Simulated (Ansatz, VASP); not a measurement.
# HfO2 in VASP and in Ansatz

```
Hf O
1.0
    -4.01942   -4.01942    0.00000
    -4.01942    4.01942    0.00000
     2.00971    2.00971   -5.32130
Hf O
4 8
Direct
  0.50000 0.50000 0.00000
  0.00000 0.00000 0.00000
  0.00000 0.75000 0.50000
  0.50000 0.25000 0.50000
  0.79828 0.75000 0.09655
  0.29828 0.25000 0.09655
  0.29828 0.50000 0.59655
  0.79828 0.00000 0.59655
  0.20172 0.75000 0.90345
  0.70172 0.25000 0.90345
  0.70172 0.50000 0.40345
  0.20172 0.00000 0.40345
```

Alike in both runs: functional PBE; k mesh 6 × 4 × 6; occupations gaussian, width 0.02 eV; no spin polarisation.

Ansatz relaxed the structure, and its values are those at the end. VASP's run is a single point on that final structure, the one shown.

```csv
,VASP,Ansatz
version,VASP 6.6.1,Ansatz 0.2.0
potentials or method,"VASP PAW PBE potentials, release 64 (Hf_pv, O), cutoff 520 eV","scalar-relativistic, plane waves, PAW"
valence electrons in the cell,88,152
```

Ansatz gave:

| Property | Result |
| --- | --- |
| gap on the k mesh at the Fermi level (eV) | 4.42 |
| least direct gap on the mesh (eV) | 4.50 |
| pressure (GPa) | 0.0 |
| rms of the force components (eV/Å) | 0.002 |

**Question.** Which values does VASP return?

**Answer.** gap on the k mesh at the Fermi level (eV): 4.42; least direct gap on the mesh (eV): 4.47; pressure (GPa): -2.4; rms of the force components (eV/Å): 0.022.

The functional is the same, so the differences come from potentials, cutoffs and numerics. VASP's potentials hold 88 valence electrons a cell and Ansatz's 152, so a difference there can come from the potentials and not from the codes.

Spin-orbit coupling is off throughout.
